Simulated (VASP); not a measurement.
# CoPdO2 (R-3m) in VASP: notebook

The runs below take CoPdO2 through single point, relaxation of shape and atoms at fixed volume, with PBE+U, revPBE+D3(BJ)+U, RPBE+D4+U.

Everything below comes from runs of VASP 6.6.1. Logs are shortened: lines on timing, memory, paths and dates and some standing lists are left out, and cuts for length are marked.

### Step 1. The cell of the first run

Symmetry: R-3m, No. 166, trigonal system. Conventional cell: a = 2.845 Å, b = 2.845 Å, c = 17.880 Å, α = 90.00°, β = 90.00°, γ = 120.00°. Within 2.5 Å of Co (site symmetry -3m) lie 6 O at 1.91 Å. Within 2.7 Å of Pd (site symmetry -3m) lie 2 O at 2.01 Å. Within 2.6 Å of O (site symmetry 3m) lie 3 Co at 1.91 Å and 1 Pd at 2.01 Å and 3 O at 2.55 Å.

### Step 2. Single point, PBE+U, collinear spin, ferromagnetic start

INCAR

```
PREC     = Accurate       # precision mode
ENCUT    = 520            # plane-wave cutoff, eV
EDIFF    = 1E-6           # SCF threshold, eV
ISMEAR   = 0              # smearing method
SIGMA    = 0.05           # smearing width, eV
LREAL    = F              # projectors in reciprocal space
LASPH    = T              # aspherical terms in the spheres
NELM     = 150            # most SCF steps
ALGO     = Normal         # electronic algorithm
ISIF     = 2              # what is computed and relaxed
LWAVE    = F              # write WAVECAR
LCHARG   = F              # write CHGCAR
ISPIN    = 2              # spin polarisation
MAGMOM   = 3 2 0 0        # initial moments
LORBIT   = 11             # projections on sites
LMAXMIX  = 4              # l up to which the mixer works
LDAU     = T              # DFT+U
LDAUTYPE = 2            
LDAUL    = 2 -1 -1        # shell
LDAUU    = 3.3 0 0        # U, eV
LDAUJ    = 0 0 0        
LDAUPRINT= 1            
GGA      = PE             # functional
NBANDS   = 28             # bands
```

KPOINTS

```
regular mesh
0
Gamma
  6 6 6
```

POSCAR

```
CoPdO2
1.0
    1.4224998091      0.8212806477      5.9600012628
   -1.4224998091      0.8212806477      5.9600012628
    0.0000000000     -1.6425612954      5.9600012628
Co Pd O
1 1 2
Direct
    0.5000000000      0.5000000000      0.5000000000
    0.0000000000      0.0000000000      0.0000000000
    0.1121500000      0.1121500000      0.1121500000
    0.8878500000      0.8878500000      0.8878500000
```

Potentials or basis: VASP PAW PBE potentials, release 64 (Co, Pd, O).

Started as:

```sh
> cat potpaw_PBE.64/Co/POTCAR potpaw_PBE.64/Pd/POTCAR potpaw_PBE.64/O/POTCAR > POTCAR
> mpirun -np 1 vasp_std > vasp.out
```

OUTCAR:

```text
PREC = Accurate
   ENCUT = 520
   EDIFF = 1E-6
   ISMEAR = 0
   LREAL = F
   LASPH = T
   NELM = 150
   ISIF = 2
   ISPIN = 2
   LORBIT = 11
   GGA = PE

 ion  position               nearest neighbor table
   1  0.500  0.500  0.500-   3 1.91   4 1.91   3 1.91   3 1.91   4 1.91   4 1.91
   2  0.000  0.000  0.000-   3 2.01   4 2.01
   3  0.112  0.112  0.112-   1 1.91   1 1.91   1 1.91   2 2.01
   4  0.888  0.888  0.888-   1 1.91   1 1.91   1 1.91   2 2.01

  LATTYP: Found a trigonal (rhomboedric) cell.
 ALAT       =     6.1822020884
 COS(alpha) =     0.8941116858

  Lattice vectors:

 A1 = (   1.4224998091,   0.8212806477,   5.9600012628)
 A2 = (  -1.4224998091,   0.8212806477,   5.9600012628)
 A3 = (   0.0000000000,  -1.6425612954,   5.9600012628)

Analysis of symmetry for initial positions (statically):
=====================================================================
 Subroutine PRICEL returns:
 Original cell was already a primitive cell.

 Routine SETGRP: Setting up the symmetry group for a
 trigonal (rhombohedral) supercell.

 Subroutine GETGRP returns: Found 12 space group operations
 (whereof 12 operations were pure point group operations)
 out of a pool of 12 trial point group operations.

The static configuration has the point symmetry D_3d.

Analysis of symmetry for dynamics (positions and initial velocities):
=====================================================================
 Subroutine PRICEL returns:
 Original cell was already a primitive cell.

 Routine SETGRP: Setting up the symmetry group for a
 trigonal (rhombohedral) supercell.

 Subroutine GETGRP returns: Found 12 space group operations
 (whereof 12 operations were pure point group operations)
 out of a pool of 12 trial point group operations.

The dynamic configuration has the point symmetry D_3d.

Analysis of structural, dynamic, and magnetic symmetry:
=====================================================================
 Subroutine PRICEL returns:
 Original cell was already a primitive cell.

 Routine SETGRP: Setting up the symmetry group for a
 trigonal (rhombohedral) supercell.

 Subroutine GETGRP returns: Found 12 space group operations
 (whereof 12 operations were pure point group operations)
 out of a pool of 12 trial point group operations.

The overall configuration has the point symmetry D_3d.

 Subroutine INISYM returns: Found 12 space group operations
 (whereof 12 operations are pure point group operations),
 and found     1 'primitive' translations

----------------------------------------------------------------------------------------

                                     Primitive cell

  volume of cell :      41.7774

  direct lattice vectors                    reciprocal lattice vectors
     1.422499809  0.821280648  5.960001263     0.351493896  0.202935095  0.055928400
    -1.422499809  0.821280648  5.960001263    -0.351493896  0.202935095  0.055928400
     0.000000000 -1.642561295  5.960001263     0.000000000 -0.405870191  0.055928400

  length of vectors
     6.182202088  6.182202088  6.182202088     0.409705501  0.409705501  0.409705501

  position of ions in fractional coordinates (direct lattice)
     0.500000000  0.500000000  0.500000000
     0.000000000  0.000000000  0.000000000
     0.112150000  0.112150000  0.112150000
     0.887850000  0.887850000  0.887850000

  ion indices of the primitive-cell ions
   primitive index   ion index
                 1           1
                 2           2
                 3           3
                 4           4

----------------------------------------------------------------------------------------

 KPOINTS: regular mesh

Automatic generation of k-mesh.
 Grid dimensions read from file:
 generate k-points for:    6    6    6

 Generating k-lattice:

  Cartesian coordinates                     Fractional coordinates (reciprocal lattice)
[... 21 lines left out ...]
  0.166667  0.166667  0.000000      6.000000
  0.333333  0.166667  0.000000     12.000000
[... 16 lines left out ...]
  0.500000  0.500000  0.166667      6.000000
 -0.333333  0.500000  0.166667     12.000000
 [... further k-points ...]
   k-points           NKPTS =     32   k-points in BZ     NKDIM =     32   number of bands    NBANDS=     28
   number of dos      NEDOS =    301   number of ions     NIONS =      4
   total plane-waves  NPLWV = 110592
   dimension x,y,z NGX =    48 NGY =   48 NGZ =   48
   dimension x,y,z NGXF=    96 NGYF=   96 NGZF=   96
   ions per type =               1   1   2
   NGX,Y,Z   is equivalent  to a cutoff of  12.91, 12.91, 12.91 a.u.
   NGXF,Y,Z  is equivalent  to a cutoff of  25.82, 25.82, 25.82 a.u.
 SYSTEM =  unknown system
   PREC   = accura    normal or accurate (medium, high low for compatibility)
   ISTART =      0    job   : 0-new  1-cont  2-samecut
   ICHARG =      2    charge: 1-file 2-atom 10-const
   ISPIN  =      2    spin polarized calculation?
   LNONCOLLINEAR =      F non collinear calculations
   LSORBIT =      F    spin-orbit coupling
   LASPH  =      T    aspherical Exc in radial PAW
   ENCUT  =  520.0 eV  38.22 Ry    6.18 a.u.  11.49 11.49 11.49*2*pi/ulx,y,z
   NELM   =    150;   NELMIN=  2; NELMDL= -5     # of ELM steps
   EDIFF  = 0.1E-05   stopping-criterion for ELM
   LREAL  =      F    real-space projection
[... 7 lines left out ...]
   TEBEG  =    0.0;   TEEND  =   0.0 temperature during run
   PSTRESS=    0.0 pullay stress
   NELECT =      31.0000    total number of electrons
   NUPDOWN=      -1.0000    fix difference up-down
   EMIN   =  10.00;   EMAX   =-10.00  energy-range for DOS
   EFERMI =   0.00;   METHOD = LEGACY
   ISMEAR =     0;   SIGMA  =   0.05  broadening in eV -4-tet -1-fermi 0-gaus
   EFERMI_NEDOS =   21; number of points for ismear=-14 and -15
   IALGO  =     38    algorithm
   IMIX   =      4    mixing-type and parameters
     AMIX     =   0.40;   BMIX     =  1.00
     AMIX_MAG =   1.60;   BMIX_MAG =  1.00
  volume/ion in A,a.u.               =      10.44        70.48
  Fermi-wavevector in a.u.,A,eV,Ry     =   1.482114  2.800789 29.887397  2.196662
  Thomas-Fermi vector in A             =   2.595940
   LORBIT       =     11    0 simple, 1 ext, 2 COOP (PROOUT), +10 PAW based schemes
 LDA+U is selected, type is set to LDAUTYPE =  2
   angular momentum for each species LDAUL =     2   -1   -1
   U (eV)           for each species LDAUU =   3.3  0.0  0.0
   J (eV)           for each species LDAUJ =   0.0  0.0  0.0
   GGA     = PE    functional components
   LHFCALC =     F    Hartree Fock is set to
   AEXX    =    0.0000 exact exchange contribution
   IVDW    =     0    specifies the selected vdW correction
   LEPSILON=     F    determine dielectric tensor
   LRPA    =     F    only Hartree local field effects (RPA)
 spin polarized calculation
 Gauss-broadening in eV      SIGMA  =   0.05
  energy-cutoff  :      520.00
  volume of cell :       41.78
 maximum number of plane-waves:      1138
 NGX is ok and might be reduce to    48
   NGX = 23   NGY = 23   NGZ = 23

atom =   1  type =  1  l = 2

 onsite density matrix

spin component  1

  0.9470  0.0000 -0.0000  0.0342 -0.0000
  0.0000  0.9371 -0.0000  0.0000  0.0342
 -0.0000 -0.0000  0.9741 -0.0000 -0.0000
  0.0342  0.0000 -0.0000  0.9371  0.0000
 -0.0000  0.0342 -0.0000  0.0000  0.9470

spin component  2

  0.5273 -0.0000 -0.0000  0.0042 -0.0000
 -0.0000  0.2624 -0.0000 -0.0000  0.0042
 -0.0000 -0.0000  0.9637  0.0000 -0.0000
  0.0042 -0.0000  0.0000  0.2624 -0.0000
 -0.0000  0.0042 -0.0000 -0.0000  0.5273

 occupancies and eigenvectors

  o =  0.2623  v =  0.0000  0.0000  0.0000  0.0000  0.0000  0.0000 -0.9999  0.0000 -0.0000  0.0160      0.0000  0.0000  0.0000  0.0000  0.0000  0.0000  0.0000  0.0000  0.0000  0.0000
  o =  0.2623  v =  0.0000  0.0000  0.0000  0.0000  0.0000  0.0160  0.0000  0.0000 -0.9999 -0.0000      0.0000  0.0000  0.0000  0.0000  0.0000  0.0000  0.0000  0.0000  0.0000  0.0000
  o =  0.5274  v =  0.0000  0.0000  0.0000  0.0000  0.0000  0.0028  0.0160  0.0000  0.0000  0.9999      0.0000  0.0000  0.0000  0.0000  0.0000  0.0000  0.0000  0.0000  0.0000  0.0000
  o =  0.5274  v =  0.0000  0.0000  0.0000  0.0000  0.0000 -0.9999  0.0000  0.0000 -0.0160  0.0028      0.0000  0.0000  0.0000  0.0000  0.0000  0.0000  0.0000  0.0000  0.0000  0.0000
  o =  0.9074  v = -0.0000 -0.7561  0.0000  0.0000  0.6544  0.0000  0.0000  0.0000  0.0000  0.0000      0.0000  0.0000  0.0000  0.0000  0.0000  0.0000  0.0000  0.0000  0.0000  0.0000
  o =  0.9074  v =  0.6544 -0.0000  0.0000 -0.7561  0.0000  0.0000  0.0000  0.0000  0.0000  0.0000      0.0000  0.0000  0.0000  0.0000  0.0000  0.0000  0.0000  0.0000  0.0000  0.0000
  o =  0.9637  v =  0.0000  0.0000  0.0000  0.0000  0.0000  0.0000  0.0000 -1.0000 -0.0000  0.0000      0.0000  0.0000  0.0000  0.0000  0.0000  0.0000  0.0000  0.0000  0.0000  0.0000
  o =  0.9741  v =  0.0000  0.0000  1.0000  0.0000  0.0000  0.0000  0.0000  0.0000  0.0000  0.0000      0.0000  0.0000  0.0000  0.0000  0.0000  0.0000  0.0000  0.0000  0.0000  0.0000
  o =  0.9766  v = -0.0000  0.6544 -0.0000 -0.0000  0.7561  0.0000  0.0000  0.0000  0.0000  0.0000      0.0000  0.0000  0.0000  0.0000  0.0000  0.0000  0.0000  0.0000  0.0000  0.0000
  o =  0.9766  v =  0.7561  0.0000 -0.0000  0.6544  0.0000  0.0000  0.0000  0.0000  0.0000  0.0000      0.0000  0.0000  0.0000  0.0000  0.0000  0.0000  0.0000  0.0000  0.0000  0.0000

 number of electron      30.9999997 magnetization       2.2246991

 Free energy of the ion-electron system (eV)
  ---------------------------------------------------
  ext. energy  EPLUGINS =         0.00000000
  ---------------------------------------------------
  free energy    TOTEN  =       -22.43652541 eV

  energy without entropy =      -22.43142332  energy(sigma->0) =      -22.43397437

 E-fermi :   7.5459     XC(G=0): -12.3847

 val. band max:        7.5196443577   @ k =   0.3333   0.3333   0.3333
 cond. band min:       7.5510258018   @ k =   0.5000   0.3333   0.0000
 fundamental gap:      0.0313814441
 Fermi energy:         7.5458582159

 spin component 1

 k-point     1 :       0.0000    0.0000    0.0000
  band No.  band energies     occupation
      1     -13.1916      1.00000
      2     -11.3119      1.00000
      3      -1.1150      1.00000
      4       0.3276      1.00000
      5       0.3276      1.00000
      6       2.7800      1.00000
[... 1433 lines left out ...]
     26      23.0129      0.00000
     27      25.1573      0.00000

 [... further k-points ...]

 [bands above 27 left out]

------------------------ aborting loop because EDIFF is reached ----------------------------------------

  FORCE on cell =-STRESS in cart. coord.  units (eV):
  Direction    XX          YY          ZZ          XY          YZ          ZX
  --------------------------------------------------------------------------------------
  -------------------------------------------------------------------------------------
  Total        4.4604362      4.4604362      2.7653331      0.0000000      0.0000000      0.0000000
  in kB      171.0592291    171.0592291    106.0514544      0.0000000      0.0000000      0.0000000
  external PRESSURE =     149.3899709 kB  Pullay stress =       0.0000000 kB

 VOLUME and BASIS-vectors are now :
 -----------------------------------------------------------------------------
  energy-cutoff  :      520.00
  volume of cell :       41.78
      direct lattice vectors                 reciprocal lattice vectors
     1.422499809  0.821280648  5.960001263     0.351493896  0.202935095  0.055928400
    -1.422499809  0.821280648  5.960001263    -0.351493896  0.202935095  0.055928400
     0.000000000 -1.642561295  5.960001263     0.000000000 -0.405870191  0.055928400

 POSITION                                       TOTAL-FORCE (eV/Angst)
 -----------------------------------------------------------------------------------
      0.00000      0.00000      8.94000         0.000000     -0.000000      0.000000
      0.00000      0.00000      0.00000         0.000000      0.000000     -0.000000
      0.00000      0.00000      2.00524         0.000000      0.000000     -1.520207
      0.00000      0.00000     15.87476         0.000000      0.000000      1.520207
 -----------------------------------------------------------------------------------
    total drift:                               -0.000000     -0.000000      0.000000

  FREE ENERGIE OF THE ION-ELECTRON SYSTEM (eV)
  ---------------------------------------------------
  free  energy   TOTEN  =       -22.4365254144 eV

  energy  without entropy=      -22.4314233188  energy(sigma->0) =      -22.43397437

 total charge

# of ion       s       p       d       tot
------------------------------------------
    1        0.429   0.661   7.249   8.339
    2        0.479   0.469   8.427   9.376
    3        1.575   3.445   0.000   5.020
    4        1.575   3.445   0.000   5.020
--------------------------------------------------
tot          4.058   8.022  15.676  27.755

 magnetization (x)

# of ion       s       p       d       tot
------------------------------------------
    1        0.014   0.022   2.199   2.235
    2        0.000   0.009  -0.127  -0.117
    3        0.015   0.032   0.000   0.047
    4        0.015   0.032   0.000   0.047
--------------------------------------------------
tot          0.044   0.095   2.072   2.211
```

It took 10 min on 1 thread of Intel Xeon 8259CL, shared host; peak memory 0.45 GiB.

What came out:

```yaml
Free_energy: -22.4365 eV
Pressure: 14.9 GPa
Largest_force: 1.520 eV/Å
Net_moment: 2.22 μB per cell
Site_moments: Co +2.23; Pd -0.12; O +0.05 μB
Valence_electrons_inside_the_program's_atomic_spheres: Co 8.34; Pd 9.38; O 5.02
```

Forces on the atoms (eV/Å):
```
Co   0.000  0.000  0.000
Pd   0.000  0.000  0.000
O    0.000  0.000 -1.520
O    0.000  0.000  1.520
```

Levels at points of the mesh, in eV from the Fermi level:
Spin up:
```
           k point  band 14  band 15  band 16  band 17  band 18  band 19  band 20  band 21
(0.00, 0.00, 0.00)    -2.21    -1.62    -1.62     0.88     0.88     3.00     6.58     9.18
(0.50, 0.00, 0.00)    -1.06    -0.43    -0.04     0.11     1.04     3.73     8.45    10.53
(0.50, 0.50, 0.00)    -1.96    -1.36    -0.04     0.75     1.71     3.80     9.21     9.75
(0.50, 0.50, 0.50)    -2.21    -0.51    -0.51     0.32     0.32     4.35     5.32     9.25
```
Spin down:
| k point | band 12 | band 13 | band 14 | band 15 | band 16 | band 17 |
| --- | --- | --- | --- | --- | --- | --- |
| (0.00, 0.00, 0.00) | -1.75 | -1.40 | -1.40 | 0.03 | 0.03 | 3.03 |
| (0.50, 0.00, 0.00) | -1.14 | -0.15 | -0.12 | 0.11 | 1.01 | 2.62 |
| (0.50, 0.50, 0.00) | -1.46 | -0.44 | -0.12 | -0.11 | 1.32 | 2.94 |
| (0.50, 0.50, 0.50) | -1.22 | -0.57 | -0.57 | -0.07 | -0.07 | 2.82 |

Eigenvalues of the final occupation matrices:
| site | spin | trace | eigenvalues |
| --- | --- | --- | --- |
| site 1 d | 1 | 4.74 | 0.91 0.91 0.97 0.98 0.98 |
| site 1 d | 2 | 2.54 | 0.26 0.26 0.53 0.53 0.96 |

Caveat: the k points lie up to 0.43 Å⁻¹ apart; a cell with one magnetic atom can't hold antiferromagnetic order, which such compounds often take; forces of over 1 eV/Å act on the atoms, so gaps and moduli don't describe the material at rest.

### Step 3. Single point, revPBE+D3(BJ)+U, collinear spin, zero start (9.92 Å³/atom)

This run uses another cell than the first one, of 9.92 Å³/atom.

INCAR

```
PREC = Accurate
ENCUT = 520
EDIFF = 1E-6
ISMEAR = 0
SIGMA = 0.05
LREAL = F
LASPH = T
NELM = 150
ALGO = Normal
ISIF = 2
LWAVE = F
LCHARG = F
ISPIN = 2
MAGMOM = 0 0 0 0
LORBIT = 11
LMAXMIX = 4
LDAU = T
LDAUTYPE = 2
LDAUL = 2 -1 -1
LDAUU = 3.3 0 0
LDAUJ = 0 0 0
LDAUPRINT = 1
GGA = RE
IVDW = 12
NBANDS = 28
```

KPOINTS

```
regular mesh
0
Gamma
  10 10 10
```

POSCAR

```
CoPdO2
1.0
    1.3936787656      0.8046408105      5.8966548783
   -1.3936787656      0.8046408105      5.8966548783
    0.0000000000     -1.6092816209      5.8966548783
Co Pd O
1 1 2
Direct
    0.5000000000      0.5000000000      0.5000000000
    0.0000000000      0.0000000000      0.0000000000
    0.1113360691      0.1113360691      0.1113360691
    0.8886639309      0.8886639309      0.8886639309
```

Potentials or basis: VASP PAW PBE potentials, release 64 (Co, Pd, O).

Started as:

```sh
> cat potpaw_PBE.64/Co/POTCAR potpaw_PBE.64/Pd/POTCAR potpaw_PBE.64/O/POTCAR > POTCAR
> mpirun -np 1 vasp_std > vasp.out
```

Run time: 19 min. Hardware: 1 thread of Intel Xeon 8259CL, shared host; peak memory 0.55 GiB.

The run converged. Its results:

* Free energy: -24.0452 eV
* Pressure: 7.4 GPa
* Largest force: 0.111 eV/Å
* Net moment: 0.00 μB per cell
* Valence electrons inside the program's atomic spheres: Co 8.55; Pd 9.50; O 5.04
* Dispersion energy per atom: -0.590 eV

Forces in eV/Å, atoms in the order of the input:
```
Co   0.000  0.000  0.000
Pd   0.000  0.000  0.000
O    0.000  0.000  0.111
O    0.000  0.000 -0.111
```

Stress tensor (GPa, compression positive):
```
6.94 0.00 0.00
0.00 6.94 0.00
0.00 0.00 8.21
```

Levels at points of the mesh, in eV from the Fermi level:
Spin up:
```csv
k point,band 13,band 14,band 15,band 16,band 17,band 18,band 19,band 20
"(0.00, 0.00, 0.00)",-2.64,-2.24,-1.56,-1.56,2.42,2.42,3.28,6.77
"(0.50, 0.00, 0.00)",-1.88,-1.33,-0.34,0.96,1.81,2.07,3.60,8.84
"(0.50, 0.50, 0.00)",-1.84,-1.71,-0.34,0.41,2.38,2.46,3.63,9.66
"(0.50, 0.50, 0.50)",-2.70,-1.65,-0.71,-0.71,2.12,2.12,4.51,5.66
```
Spin down:
| k point | band 14 | band 15 | band 16 | band 17 | band 18 | band 19 |
| --- | --- | --- | --- | --- | --- | --- |
| (0.00, 0.00, 0.00) | -2.24 | -1.56 | -1.56 | 2.42 | 2.42 | 3.28 |
| (0.50, 0.00, 0.00) | -1.33 | -0.34 | 0.96 | 1.81 | 2.07 | 3.60 |
| (0.50, 0.50, 0.00) | -1.71 | -0.34 | 0.41 | 2.38 | 2.46 | 3.63 |
| (0.50, 0.50, 0.50) | -1.65 | -0.71 | -0.71 | 2.12 | 2.12 | 4.51 |

Eigenvalues of the final occupation matrices:
```tsv
site	spin	trace	eigenvalues
site 1 d	1	3.72	0.41 0.41 0.97 0.97 0.97
site 1 d	2	3.72	0.41 0.41 0.97 0.97 0.97
```

Caveat: the cell stands under pressure; no moment was typed at the start, so none could form; the PAW data sets were made with another functional, which shifts forces and pressure a little.

[end of part 1 of 2]
